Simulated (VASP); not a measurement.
# Sn (Fd-3m) in VASP: settings compared, part 2 of 2

VASP 6.6.1. Earlier steps stand in the parts before.

### 3 Single point, r2SCAN

Input file POSCAR:

```
Sn
1.0
    0.0000000000      3.2333428000      3.2333428000
    3.2333428000      0.0000000000      3.2333428000
    3.2333428000      3.2333428000      0.0000000000
Sn
2
Direct
    0.0000000000      0.0000000000      0.0000000000
    0.2500000000      0.2500000000      0.2500000000
```

Input file INCAR.step1:

```
PREC = Accurate
ENCUT = 520
ISMEAR = -1
SIGMA = 0.1
LREAL = F
LASPH = T
NELM = 60
NBANDS = 21
GGA = PE
ALGO = Normal
EDIFF = 1E-4
LWAVE = T
LCHARG = F
```

Input file INCAR.step2:

```
PREC = Accurate
ENCUT = 520
EDIFF = 1E-6
ISMEAR = -1
SIGMA = 0.1
LREAL = F
LASPH = T
NELM = 60
ALGO = Normal
ISIF = 2
LWAVE = F
LCHARG = T
METAGGA = R2SCAN
LMIXTAU = T
LELF = T
LVHAR = T
NBANDS = 21
ISTART = 1
```

Input file KPOINTS:

```
regular mesh
0
Gamma
  9 9 9
```

Potentials or basis: VASP PAW PBE potentials, release 64 (Sn_d).

The run is started by

```
cat potpaw_PBE.64/Sn_d/POTCAR > POTCAR
cp INCAR.step1 INCAR
mpirun -np 1 vasp_std > vasp.out
cp INCAR.step2 INCAR
mpirun -np 1 vasp_std > vasp.out
```

OUTCAR:

```text
PREC = Accurate
   ENCUT = 520
   EDIFF = 1E-6
   ISMEAR = -1
   LREAL = F
   LASPH = T
   NELM = 60
   ISIF = 2
   METAGGA = R2SCAN
   ISTART = 1

 ion  position               nearest neighbor table
   1  0.000  0.000  0.000-   2 2.80   2 2.80   2 2.80   2 2.80
   2  0.250  0.250  0.250-   1 2.80   1 2.80   1 2.80   1 2.80

  LATTYP: Found a face centered cubic cell.
 ALAT       =     6.4666856000

  Lattice vectors:

 A1 = (   0.0000000000,   3.2333428000,   3.2333428000)
 A2 = (   3.2333428000,   0.0000000000,   3.2333428000)
 A3 = (   3.2333428000,   3.2333428000,   0.0000000000)

Analysis of symmetry for initial positions (statically):
=====================================================================
 Subroutine PRICEL returns:
 Original cell was already a primitive cell.

 Routine SETGRP: Setting up the symmetry group for a
 face centered cubic supercell.

 Subroutine GETGRP returns: Found 48 space group operations
 (whereof 24 operations were pure point group operations)
 out of a pool of 48 trial point group operations.

The static configuration has the point symmetry T_d .
 The point group associated with its full space group is O_h .

Analysis of symmetry for dynamics (positions and initial velocities):
=====================================================================
 Subroutine PRICEL returns:
 Original cell was already a primitive cell.

 Routine SETGRP: Setting up the symmetry group for a
 face centered cubic supercell.

 Subroutine GETGRP returns: Found 48 space group operations
 (whereof 24 operations were pure point group operations)
 out of a pool of 48 trial point group operations.

The dynamic configuration has the point symmetry T_d .
 The point group associated with its full space group is O_h .

 Subroutine INISYM returns: Found 48 space group operations
 (whereof 24 operations are pure point group operations),
 and found     1 'primitive' translations
[... 103 lines left out ...]
   POTIM  = 0.5000    time-step for ionic-motion
   TEBEG  =    0.0;   TEEND  =   0.0 temperature during run
   PSTRESS=    0.0 pullay stress
   NELECT =      28.0000    total number of electrons
   NUPDOWN=      -1.0000    fix difference up-down
   EMIN   =  10.00;   EMAX   =-10.00  energy-range for DOS
   EFERMI =   0.00;   METHOD = LEGACY
   ISMEAR =    -1;   SIGMA  =   0.10  broadening in eV -4-tet -1-fermi 0-gaus
   EFERMI_NEDOS =   21; number of points for ismear=-14 and -15
   IALGO  =     38    algorithm
   IMIX   =      4    mixing-type and parameters
     AMIX     =   0.40;   BMIX     =  1.00
     AMIX_MAG =   1.60;   BMIX_MAG =  1.00
  volume/ion in A,a.u.               =      33.80       228.11
  Fermi-wavevector in a.u.,A,eV,Ry     =   1.220298  2.306028 20.260793  1.489126
  Thomas-Fermi vector in A             =   2.355520
   LORBIT       =      0    0 simple, 1 ext, 2 COOP (PROOUT), +10 PAW based schemes
   METAGGA = R2SCAN    functional components
   LHFCALC =     F    Hartree Fock is set to
   AEXX    =    0.0000 exact exchange contribution
   IVDW    =     0    specifies the selected vdW correction
   LEPSILON=     F    determine dielectric tensor
   LRPA    =     F    only Hartree local field effects (RPA)
 non-spin polarized calculation
  energy-cutoff  :      520.00
  volume of cell :       67.61
 maximum number of plane-waves:      1853
 NGX is ok and might be reduce to    36
   NGX = 17   NGY = 17   NGZ = 17

 number of electron      28.0000008 magnetization

 Free energy of the ion-electron system (eV)
  ---------------------------------------------------
  ext. energy  EPLUGINS =         0.00000000
  ---------------------------------------------------
  free energy    TOTEN  =       -49.47153648 eV

  energy without entropy =      -49.46776464  energy(sigma->0) =      -49.46965056

 E-fermi :   5.7263     XC(G=0):  -9.6428

 val. band max:        5.6995743953   @ k =   0.0000   0.0000   0.0000
 cond. band min:       5.8792463535   @ k =   0.4444   0.0000   0.0000
 fundamental gap:      0.1796719582
 Fermi energy:         5.7262508021

 k-point     1 :       0.0000    0.0000    0.0000
  band No.  band energies     occupation
      1     -16.7318      2.00000
      2     -16.7317      2.00000
      3     -16.7317      2.00000
      4     -16.6635      2.00000
      5     -16.6635      2.00000
      6     -16.3303      2.00000
[... 565 lines left out ...]
     20      16.2180      0.00000
     21      16.3382      0.00000

 [... further k-points ...]
[... 5 lines left out ...]
  --------------------------------------------------------------------------------------
  -------------------------------------------------------------------------------------
  Total        0.9249036      0.9249036      0.9249036      0.0000000     -0.0000000     -0.0000000
  in kB       21.9190550     21.9190550     21.9190550      0.0000000     -0.0000000     -0.0000000
  external PRESSURE =      21.9190550 kB  Pullay stress =       0.0000000 kB

 VOLUME and BASIS-vectors are now :
 -----------------------------------------------------------------------------
  energy-cutoff  :      520.00
  volume of cell :       67.61
      direct lattice vectors                 reciprocal lattice vectors
     0.000000000  3.233342800  3.233342800    -0.154638723  0.154638723  0.154638723
     3.233342800  0.000000000  3.233342800     0.154638723 -0.154638723  0.154638723
     3.233342800  3.233342800  0.000000000     0.154638723  0.154638723 -0.154638723

 POSITION                                       TOTAL-FORCE (eV/Angst)
 -----------------------------------------------------------------------------------
      0.00000      0.00000      0.00000         0.000000      0.000000      0.000000
      1.61667      1.61667      1.61667        -0.000000     -0.000000     -0.000000
 -----------------------------------------------------------------------------------
    total drift:                                0.000000      0.000000      0.000000

  FREE ENERGIE OF THE ION-ELECTRON SYSTEM (eV)
  ---------------------------------------------------
  free  energy   TOTEN  =       -49.4715364758 eV

  energy  without entropy=      -49.4677646449  energy(sigma->0) =      -49.46965056
```

It took 5.8 min on 1 thread of AMD EPYC 7R13, shared host; peak memory 0.2 GiB.

Results:

| Property | Result |
| --- | --- |
| Free energy | -49.4715 eV |
| Pressure | 2.2 GPa |
| Band gap on the k mesh | zero (filled and empty bands touch) |

Levels at points of the mesh, in eV from the Fermi level:
| k point | band 12 | band 13 | band 14 | band 15 | band 16 | band 17 |
| --- | --- | --- | --- | --- | --- | --- |
| (0.00, 0.00, 0.00) | -0.31 | -0.03 | -0.03 | -0.03 | 2.19 | 2.19 |

Caveat: the PAW data sets were made with another functional, which shifts forces and pressure a little; spin-orbit coupling is left out, which moves the levels of the heavy elements.
